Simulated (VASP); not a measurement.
A run of VASP 6.6.1:

INCAR

```
ALGO = Normal
EDIFF = 1E-6
ENCUT = 520
GGA = PE
ISIF = 2
ISMEAR = -1
LASPH = True
LCHARG = False
LREAL = False
LWAVE = False
NBANDS = 18
NELM = 100
PREC = Accurate
SIGMA = 0.05
```

The input KPOINTS:

```
k-points
0
Gamma
  13 13 13
```

The input POSCAR:

```
Yb
1.0
   -2.0573864341      2.0573864341      2.0573864341
    2.0573864341     -2.0573864341      2.0573864341
    2.0573864341      2.0573864341     -2.0573864341
Yb
1
Direct
    0.0000000000      0.0000000000      0.0000000000
```

Potentials or basis: VASP PAW PBE potentials, release 64 (Yb).

Run with:

```bash
$ cat potpaw_PBE.64/Yb/POTCAR > POTCAR
$ mpirun -np 1 vasp_std > vasp.out
```

Hardware: 1 thread of AMD EPYC 9R45 96-Core Processor (Zen 5), with other jobs on the host.

Estimate the wall time of this run.

It took 80 s on 1 thread of AMD EPYC 9R45 96-Core Processor (Zen 5) (shared host), peak memory 0.17 GiB. Counts: scf iterations 29, k points 84.
